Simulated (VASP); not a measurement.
Runs of VASP 6.6.1 on Sb. The structure is that of space group P6_3/mmc (No. 194), or close to it. The cells are those of the table. 

```tsv
task	level	potentials or basis	cell	k mesh	cutoff (eV)	smearing	second run	ions in elastic constants	gap on the mesh (eV)	pressure (GPa)	relaxed volume (Å³/atom)	largest force (eV/Å)
relaxation of cell and atoms	LDA	VASP PAW LDA potentials, release 64 (Sb_d_GW)	relaxed from a = 3.355, b = 3.355, c = 5.470 Å, angles 90.0, 90.0, 120.0°, 2 atoms	9 × 9 × 5	500	fermi-dirac 0.05 eV	valence_matched	-	none	0.0	25.54	-
single point	PBEsol	VASP PAW PBE potentials, release 64 (Sb)	a = 3.355, b = 3.413, c = 5.470 Å, angles 90.0, 90.0, 121.7°, 2 atoms	8 × 8 × 4	520	fermi-dirac 0.05 eV	-	-	none	-1.1	-	0.04
single point	PBEsol	VASP PAW PBE potentials, release 64 (Sb)	a = 3.073, b = 3.073, c = 4.961 Å, angles 90.0, 90.0, 120.0°, 2 atoms	9 × 9 × 5	520	fermi-dirac 0.05 eV	-	-	none	30.5	-	-
relaxation of cell and atoms	PBEsol	VASP PAW PBE potentials, release 64 (Sb)	relaxed to 5 GPa from a = 3.355, b = 3.355, c = 5.470 Å, angles 90.0, 90.0, 120.0°, 2 atoms	9 × 9 × 5	600	fermi-dirac 0.05 eV	-	-	none	5.0	-	-
single point	PBE	VASP PAW PBE potentials, release 64 (Sb)	a = 3.355, b = 3.355, c = 5.470 Å, angles 90.0, 90.0, 120.0°, 2 atoms	9 × 9 × 5	520	fermi-dirac 0.05 eV	-	-	none	(b)	-	0.04
single point	RPBE+D4	VASP PAW PBE potentials, release 64 (Sb)	a = 3.302, b = 3.302, c = 5.383 Å, angles 90.0, 90.0, 120.0°, 2 atoms	9 × 9 × 5	520	fermi-dirac 0.05 eV	-	-	none	-0.2	-	-
single point	PBEsol+D3(BJ)	VASP PAW PBE potentials, release 64 (Sb)	a = 3.355, b = 3.355, c = 5.470 Å, angles 90.0, 90.0, 120.0°, 2 atoms	9 × 9 × 5	520	gaussian 0.01 eV	-	-	none	-4.8	-	-
relaxation of cell and atoms	BLYP	VASP PAW PBE potentials, release 64 (Sb)	relaxed from a = 3.355, b = 3.355, c = 5.470 Å, angles 90.0, 90.0, 120.0°, 2 atoms	9 × 9 × 5	600	fermi-dirac 0.05 eV	-	-	none	0.0	33.24	-
single point	revPBE+D4	VASP PAW PBE potentials, release 64 (Sb)	a = 3.309, b = 3.309, c = 5.391 Å, angles 90.0, 90.0, 120.0°, 2 atoms	9 × 9 × 5	520	fermi-dirac 0.05 eV	-	-	none	-0.2	-	-
single point	PBEsol	VASP PAW PBE potentials, release 64 (Sb)	a = 3.355, b = 3.384, c = 5.470 Å, angles 90.0, 90.0, 120.9°, 2 atoms	9 × 9 × 5	520	fermi-dirac 0.05 eV	-	-	none	(a)	-	(c)
single point	r2SCAN	VASP PAW PBE potentials, release 64 (Sb)	a = 3.355, b = 3.355, c = 5.470 Å, angles 90.0, 90.0, 120.0°, 2 atoms	15 × 15 × 8	520	fermi-dirac 0.05 eV	-	-	none	1.0	-	-
```

Alike in all rows: no spin polarisation.

Question: Estimate the missing entries.

Answer: (a) -1.6; (b) 1.4; (c) 0.02.

Caveats: spin-orbit coupling is left out, which moves the levels of the heavy elements; the PAW data sets were made with another functional, which shifts forces and pressure a little (some runs); pairwise dispersion overbinds metals, which lowers pressure and volume (some runs); the cell is relaxed towards a set pressure, so the enthalpy falls and the energy may rise (some runs); the volume moved by over 15 % at a fixed basis, so the end points are rough (some runs).

A k mesh can miss the band edges, and the runs leave out spin-orbit coupling on Sb.

A gap of «none» marks levels without a gap at the run's occupations.

The runs don't all hold the same shells in valence.
